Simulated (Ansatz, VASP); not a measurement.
HfO2 in VASP and in Ansatz

Contents of INCAR:

```
SYSTEM = HfO2
ALGO     = Normal         ! electronic algorithm
EDIFF    = 1E-6           ! SCF threshold, eV
ENCUT    = 520            ! plane-wave cutoff, eV
GGA      = PE             ! functional
ISIF     = 2              ! what is computed and relaxed
ISMEAR   = 0              ! smearing method
LASPH    = .TRUE.         ! aspherical terms in the spheres
LCHARG   = .FALSE.        ! write CHGCAR
LREAL    = .FALSE.        ! projectors in reciprocal space
LWAVE    = .FALSE.        ! write WAVECAR
NBANDS   = 31             ! bands
NELM     = 60             ! most SCF steps
PREC     = Accurate       ! precision mode
SIGMA    = 0.05           ! smearing width, eV
```

The input KPOINTS:

```
k-points
0
G
  8 8 6
  0 0 0
```

File POSCAR:

```
HfO2
1.0
    3.7058875106      0.0000000000      0.0000000000
    0.0000000000      3.7058875106      0.0000000000
    0.0000000000      0.0000000000      4.9793394203
Hf O
2 4
Direct
    0.5000000000      0.5000000000      0.5000000000
    0.0000000000      0.0000000000      0.0000000000
    0.0000000000      0.5000000000      0.6932520948
    0.5000000000      0.0000000000      0.8067479052
    0.5000000000      0.0000000000      0.3067479052
    0.0000000000      0.5000000000      0.1932520948
```

Input for Ansatz:

```yaml
crystal:
  lattice:
    - [3.7058875106, 0.0, 0.0]
    - [0.0, 3.7058875106, 0.0]
    - [0.0, 0.0, 4.9793394203]
  atoms:
    - { symbol: Hf, position: [0.5, 0.5, 0.5] }
    - { symbol: Hf, position: [0.0, 0.0, 0.0] }
    - { symbol: O, position: [0.0, 0.5, 0.6932520948] }
    - { symbol: O, position: [0.5, 0.0, 0.8067479052] }
    - { symbol: O, position: [0.5, 0.0, 0.3067479052] }
    - { symbol: O, position: [0.0, 0.5, 0.1932520948] }
basis:
  ecutwfc: 420
kpoints:
  mp_grid: { grid: [8, 8, 6] }
hamiltonian:
  xc: pbe
scf:
  occupations: { method: gaussian, width: 0.05 }
output:
  forces: true
  stress: true
  eigenvalues: true
```

Alike in both runs: task single point; functional PBE; k mesh 8 × 8 × 6; occupations gaussian, width 0.05 eV; no spin polarisation.

|  | VASP | Ansatz |
| --- | --- | --- |
| version | VASP 6.6.1 | Ansatz 0.2.0 |
| potentials or method | VASP PAW PBE potentials, release 64 (Hf_pv, O), cutoff 520 eV | scalar-relativistic, plane waves, PAW |
| valence electrons in the cell | 44 | 76 |

|  | VASP | Ansatz | Ansatz less VASP |
| --- | --- | --- | --- |
| gap on the k mesh at the Fermi level (eV) | 3.62 | 3.66 | +0.043 |
| least direct gap on the mesh (eV) | 3.66 | 3.70 | +0.038 |
| pressure (GPa) | -4.8 | -1.7 | +3.16 |
| traceless stress, the component that is largest in VASP (GPa) | 19.28 | 18.82 | -0.460 |
| rms of the force components (eV/Å) | 0.078 | 0.096 | +0.0188 |

Atom by atom the forces differ by 0.019 eV/Å (rms over components). VASP's potentials hold 44 valence electrons a cell and Ansatz's 76, so a difference there can come from the potentials and not from the codes.

Spin-orbit coupling is off throughout.
